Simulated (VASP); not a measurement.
# La2O3 (P-3m1) in VASP: single point with r2SCAN

Aim: the single point of La2O3 with r2SCAN.

Everything below comes from runs of VASP 6.6.1. Logs are shortened: lines on timing, memory, paths and dates and some standing lists are left out, and cuts for length are marked.

## (1) The cell of the first run

Symmetry: P-3m1, No. 164, trigonal system. The conventional cell has a = 3.935 Å, b = 3.935 Å, c = 6.126 Å, α = 90.00°, β = 90.00°, γ = 120.00°. La (site symmetry 3m) has 7 O at 2.37 to 2.73 Å within 3.1 Å. Within 3.2 Å of O (site symmetry 3m) lie 4 La at 2.37 to 2.45 Å and 6 O at 2.89 to 3.14 Å. Within 3.6 Å of O (site symmetry -3m) lie 6 La at 2.73 Å and 6 O at 3.14 Å.

## (2) Single point, r2SCAN

POSCAR

```
La2O3
1.0
    3.9351013758      0.0000000000      0.0000000000
   -1.9675506879      3.4078977579      0.0000000000
    0.0000000000      0.0000000000      6.1262352919
La O
2 3
Direct
    0.6666666667      0.3333333333      0.7538430021
    0.3333333333      0.6666666667      0.2461569979
    0.6666666667      0.3333333333      0.3538864034
    0.3333333333      0.6666666667      0.6461135966
    0.0000000000      0.0000000000      0.0000000000
```

INCAR.step1

```
  PREC = Accurate
  ENCUT = 520
  ISMEAR = 0
  SIGMA = 0.02
  LREAL = F
  LASPH = T
  NELM = 100
  NBANDS = 28
  GGA = PE
  ALGO = Normal
  EDIFF = 1E-4
  LWAVE = T
  LCHARG = F
```

INCAR.step2

```
  PREC = Accurate
  ENCUT = 520
  EDIFF = 1E-6
  ISMEAR = 0
  SIGMA = 0.02
  LREAL = F
  LASPH = T
  NELM = 100
  ALGO = Normal
  ISIF = 2
  LWAVE = F
  LCHARG = F
  METAGGA = R2SCAN
  LMIXTAU = T
  NBANDS = 28
  ISTART = 1
```

KPOINTS

```
regular mesh
0
Gamma
  9 9 4
```

Potentials or basis: VASP PAW PBE potentials, release 64 (La, O).

Command:

```
$ cat potpaw_PBE.64/La/POTCAR potpaw_PBE.64/O/POTCAR > POTCAR
$ cp INCAR.step1 INCAR
$ mpirun -np 1 vasp_std > vasp.out
$ cp INCAR.step2 INCAR
$ mpirun -np 1 vasp_std > vasp.out
```

OUTCAR:

```text
PREC = Accurate
   ENCUT = 520
   EDIFF = 1E-6
   ISMEAR = 0
   LREAL = F
   LASPH = T
   NELM = 100
   ISIF = 2
   METAGGA = R2SCAN
   ISTART = 1

 ion  position               nearest neighbor table
   1  0.667  0.333  0.754-   4 2.37   4 2.37   4 2.37   3 2.45   5 2.73   5 2.73   5 2.73
   2  0.333  0.667  0.246-   3 2.37   3 2.37   3 2.37   4 2.45   5 2.73   5 2.73   5 2.73
   3  0.667  0.333  0.354-   2 2.37   2 2.37   2 2.37   1 2.45
   4  0.333  0.667  0.646-   1 2.37   1 2.37   1 2.37   2 2.45
   5  0.000  0.000  0.000-   1 2.73   2 2.73   2 2.73   1 2.73   1 2.73   2 2.73

  LATTYP: Found a hexagonal cell.
 ALAT       =     3.9351013758
 C/A-ratio  =     1.5568176539

  Lattice vectors:

 A1 = (   3.9351013758,   0.0000000000,   0.0000000000)
 A2 = (  -1.9675506879,   3.4078977579,   0.0000000000)
 A3 = (   0.0000000000,   0.0000000000,   6.1262352919)

Analysis of symmetry for initial positions (statically):
=====================================================================
 Subroutine PRICEL returns:
 Original cell was already a primitive cell.

 Routine SETGRP: Setting up the symmetry group for a
 hexagonal supercell.

 Subroutine GETGRP returns: Found 12 space group operations
 (whereof 12 operations were pure point group operations)
 out of a pool of 24 trial point group operations.

The static configuration has the point symmetry D_3d.

Analysis of symmetry for dynamics (positions and initial velocities):
=====================================================================
 Subroutine PRICEL returns:
 Original cell was already a primitive cell.

 Routine SETGRP: Setting up the symmetry group for a
 hexagonal supercell.

 Subroutine GETGRP returns: Found 12 space group operations
 (whereof 12 operations were pure point group operations)
 out of a pool of 24 trial point group operations.

The dynamic configuration has the point symmetry D_3d.

 Subroutine INISYM returns: Found 12 space group operations
 (whereof 12 operations are pure point group operations),
 and found     1 'primitive' translations

----------------------------------------------------------------------------------------

                                     Primitive cell

  volume of cell :      82.1554

  direct lattice vectors                    reciprocal lattice vectors
     3.935101376  0.000000000  0.000000000     0.254123059  0.146718017  0.000000000
    -1.967550688  3.407897758  0.000000000     0.000000000  0.293436033  0.000000000
     0.000000000  0.000000000  6.126235292     0.000000000  0.000000000  0.163232385

  length of vectors
     3.935101376  3.935101376  6.126235292     0.293436033  0.293436033  0.163232385

  position of ions in fractional coordinates (direct lattice)
     0.666666667  0.333333333  0.753843002
     0.333333333  0.666666667  0.246156998
     0.666666667  0.333333333  0.353886403
     0.333333333  0.666666667  0.646113597
     0.000000000  0.000000000  0.000000000

  ion indices of the primitive-cell ions
   primitive index   ion index
                 1           1
                 2           2
                 3           3
                 4           4
                 5           5

----------------------------------------------------------------------------------------

 KPOINTS: regular mesh

Automatic generation of k-mesh.
 Grid dimensions read from file:
 generate k-points for:    9    9    4

 Generating k-lattice:

  Cartesian coordinates                     Fractional coordinates (reciprocal lattice)
     0.028235895  0.016302002  0.000000000     0.111111111  0.000000000  0.000000000
     0.000000000  0.032604004  0.000000000     0.000000000  0.111111111  0.000000000
     0.000000000  0.000000000  0.040808096     0.000000000  0.000000000  0.250000000

  Length of vectors
     0.032604004  0.032604004  0.040808096

  Shift w.r.t. Gamma in fractional coordinates (k-lattice)
     0.000000000  0.000000000  0.000000000

 Subroutine IBZKPT returns following result:
 ===========================================

 Found     43 irreducible k-points:

 Following reciprocal coordinates:
            Coordinates               Weight
  0.000000  0.000000  0.000000      1.000000
  0.111111  0.000000  0.000000      6.000000
  0.222222  0.000000  0.000000      6.000000
  0.333333  0.000000  0.000000      6.000000
  0.444444  0.000000  0.000000      6.000000
  0.111111  0.111111  0.000000      6.000000
[... 16 lines left out ...]
  0.222222  0.111111  0.250000     12.000000
 -0.111111  0.333333  0.250000     12.000000
 [... further k-points ...]
   k-points           NKPTS =     43   k-points in BZ     NKDIM =     43   number of bands    NBANDS=     28
   number of dos      NEDOS =    301   number of ions     NIONS =      5
   total plane-waves  NPLWV =  43200
   dimension x,y,z NGX =    30 NGY =   30 NGZ =   48
   dimension x,y,z NGXF=    60 NGYF=   60 NGZF=   96
   ions per type =               2   3
   NGX,Y,Z   is equivalent  to a cutoff of  12.67, 12.67, 13.03 a.u.
   NGXF,Y,Z  is equivalent  to a cutoff of  25.35, 25.35, 26.05 a.u.
 SYSTEM =  unknown system
   PREC   = accura    normal or accurate (medium, high low for compatibility)
   ISTART =      1    job   : 0-new  1-cont  2-samecut
   ICHARG =      0    charge: 1-file 2-atom 10-const
   ISPIN  =      1    spin polarized calculation?
   LNONCOLLINEAR =      F non collinear calculations
   LSORBIT =      F    spin-orbit coupling
   LASPH  =      T    aspherical Exc in radial PAW
   ENCUT  =  520.0 eV  38.22 Ry    6.18 a.u.   7.32  7.32 11.39*2*pi/ulx,y,z
   NELM   =    100;   NELMIN=  2; NELMDL=  0     # of ELM steps
   EDIFF  = 0.1E-05   stopping-criterion for ELM
   LREAL  =      F    real-space projection
   EDIFFG = 0.1E-04   stopping-criterion for IOM
   NSW    =      0    number of steps for IOM
   IBRION =     -1    ionic relax: 0-MD 1-quasi-New 2-CG
   NFREE  =      0    steps in history (QN), initial steepest desc. (CG)
   ISIF   =      2    stress and relaxation
   ISYM   =      2    0-nonsym 1-usesym 2-fastsym
   POTIM  = 0.5000    time-step for ionic-motion
   TEBEG  =    0.0;   TEEND  =   0.0 temperature during run
   PSTRESS=    0.0 pullay stress
   NELECT =      40.0000    total number of electrons
   NUPDOWN=      -1.0000    fix difference up-down
   EMIN   =  10.00;   EMAX   =-10.00  energy-range for DOS
   EFERMI =   0.00;   METHOD = LEGACY
   ISMEAR =     0;   SIGMA  =   0.02  broadening in eV -4-tet -1-fermi 0-gaus
   EFERMI_NEDOS =   21; number of points for ismear=-14 and -15
   IALGO  =     38    algorithm
   IMIX   =      4    mixing-type and parameters
     AMIX     =   0.40;   BMIX     =  1.00
     AMIX_MAG =   1.60;   BMIX_MAG =  1.00
  volume/ion in A,a.u.               =      16.43       110.88
  Fermi-wavevector in a.u.,A,eV,Ry     =   1.287902  2.433782 22.567864  1.658691
  Thomas-Fermi vector in A             =   2.419888
   LORBIT       =      0    0 simple, 1 ext, 2 COOP (PROOUT), +10 PAW based schemes
   METAGGA = R2SCAN    functional components
   LHFCALC =     F    Hartree Fock is set to
   AEXX    =    0.0000 exact exchange contribution
   IVDW    =     0    specifies the selected vdW correction
   LEPSILON=     F    determine dielectric tensor
   LRPA    =     F    only Hartree local field effects (RPA)
 non-spin polarized calculation
 Gauss-broadening in eV      SIGMA  =   0.02
  energy-cutoff  :      520.00
  volume of cell :       82.16
 maximum number of plane-waves:      2249
 NGX is ok and might be reduce to    30
   NGX = 15   NGY = 15   NGZ = 23

 number of electron      39.9999991 magnetization

 Free energy of the ion-electron system (eV)
  ---------------------------------------------------
  ext. energy  EPLUGINS =         0.00000000
  ---------------------------------------------------
  free energy    TOTEN  =       -96.05765316 eV

  energy without entropy =      -96.05765316  energy(sigma->0) =      -96.05765316

 E-fermi :   5.8127     XC(G=0): -11.0782

 val. band max:        5.6658617605   @ k =   0.4444   0.0000   0.5000
 cond. band min:       9.9187917251   @ k =   0.3333   0.3333   0.0000
 fundamental gap:      4.2529299647
 Fermi energy:         5.8127317572

 k-point     1 :       0.0000    0.0000    0.0000
  band No.  band energies     occupation
      1     -25.0651      2.00000
      2     -24.8148      2.00000
      3     -12.1254      2.00000
      4     -11.0042      2.00000
      5     -10.4969      2.00000
      6      -8.0612      2.00000
[... 20 lines left out ...]
     27      11.6994      0.00000
     28      11.9166      0.00000

 k-point     2 :       0.1111    0.0000    0.0000
  band No.  band energies     occupation
      1     -25.0428      2.00000
      2     -24.8054      2.00000
      3     -12.1313      2.00000
      4     -11.2063      2.00000
      5     -10.6364      2.00000
      6      -8.1114      2.00000
[... 20 lines left out ...]
     27      11.7669      0.00000
     28      11.9328      0.00000

 k-point     3 :       0.2222    0.0000    0.0000
  band No.  band energies     occupation
      1     -24.9836      2.00000
      2     -24.7834      2.00000
      3     -12.2007      2.00000
      4     -11.6543      2.00000
      5     -10.8153      2.00000
      6      -8.2268      2.00000
[... 20 lines left out ...]
     27      11.7958      0.00000
     28      11.8657      0.00000

 k-point     4 :       0.3333    0.0000    0.0000
  band No.  band energies     occupation
      1     -24.9090      2.00000
      2     -24.7640      2.00000
      3     -12.3589      2.00000
      4     -12.1038      2.00000
      5     -10.7812      2.00000
      6      -8.3456      2.00000
[... 578 lines left out ...]
     27      11.6842      0.00000
     28      11.8689      0.00000

 k-point    23 :       0.2222    0.1111    0.2500
  band No.  band energies     occupation
      1     -24.9111      2.00000
      2     -24.7935      2.00000
      3     -12.3386      2.00000
      4     -11.9448      2.00000
      5     -10.8046      2.00000
      6      -8.3393      2.00000
[... 20 lines left out ...]
     27      11.7107      0.00000
     28      11.8208      0.00000

 k-point    24 :      -0.1111    0.3333    0.2500
  band No.  band energies     occupation
      1     -24.9117      2.00000
      2     -24.7929      2.00000
      3     -12.3384      2.00000
      4     -11.9951      2.00000
      5     -10.6831      2.00000
      6      -8.3965      2.00000
[... 20 lines left out ...]
     27      11.7084      0.00000
     28      11.8105      0.00000

 [... further k-points ...]

------------------------ aborting loop because EDIFF is reached ----------------------------------------

  FORCE on cell =-STRESS in cart. coord.  units (eV):
  Direction    XX          YY          ZZ          XY          YZ          ZX
  --------------------------------------------------------------------------------------
  -------------------------------------------------------------------------------------
  Total       -0.2441642     -0.2441642     -0.1879782      0.0000000      0.0000000      0.0000000
  in kB       -4.7616376     -4.7616376     -3.6659103      0.0000000      0.0000000      0.0000000
  external PRESSURE =      -4.3963952 kB  Pullay stress =       0.0000000 kB

 VOLUME and BASIS-vectors are now :
 -----------------------------------------------------------------------------
  energy-cutoff  :      520.00
  volume of cell :       82.16
      direct lattice vectors                 reciprocal lattice vectors
     3.935101376  0.000000000  0.000000000     0.254123059  0.146718017  0.000000000
    -1.967550688  3.407897758  0.000000000     0.000000000  0.293436033  0.000000000
     0.000000000  0.000000000  6.126235292     0.000000000  0.000000000  0.163232385

 POSITION                                       TOTAL-FORCE (eV/Angst)
 -----------------------------------------------------------------------------------
      1.96755      1.13597      4.61822         0.000000     -0.000000     -0.021773
     -0.00000      2.27193      1.50802        -0.000000      0.000000      0.021773
      1.96755      1.13597      2.16799        -0.000000      0.000000     -0.005404
     -0.00000      2.27193      3.95824         0.000000     -0.000000      0.005404
      0.00000      0.00000      0.00000         0.000000      0.000000      0.000000
 -----------------------------------------------------------------------------------
    total drift:                               -0.000000      0.000000      0.000000

  FREE ENERGIE OF THE ION-ELECTRON SYSTEM (eV)
  ---------------------------------------------------
  free  energy   TOTEN  =       -96.0576531611 eV

  energy  without entropy=      -96.0576531611  energy(sigma->0) =      -96.05765316
```

Wall time 7.8 min (1 thread of Intel Xeon Platinum 8259CL at 2.50GHz (Skylake/Cascade Lake), shared host); peak memory 0.28 GiB.

Results:

| Property | Result |
| --- | --- |
| Free energy | -96.0577 eV |
| Pressure | -0.4 GPa |
| Largest force | 0.022 eV/Å |
| Band gap on the k mesh | 4.25 eV (least direct gap 4.36 eV) |

Forces on the atoms (eV/Å):
```
La   0.000  0.000 -0.022
La   0.000  0.000  0.022
O    0.000  0.000 -0.005
O    0.000  0.000  0.005
O    0.000  0.000  0.000
```

Stress tensor (GPa, compression positive):
```
-0.48  0.00  0.00
 0.00 -0.48  0.00
 0.00  0.00 -0.37
```

Levels at points of the mesh, in eV from the valence-band top:
```
           k point  band 18  band 19  band 20  band 21  band 22  band 23
(0.00, 0.00, 0.00)    -0.37    -0.37    -0.10     4.80     5.13     5.13
(0.00, 0.00, 0.50)    -0.75    -0.27    -0.27     5.24     5.28     5.28
```

Caveat: the PAW data sets were made with another functional, which shifts forces and pressure a little; spin-orbit coupling is left out, which moves the levels of the heavy elements.
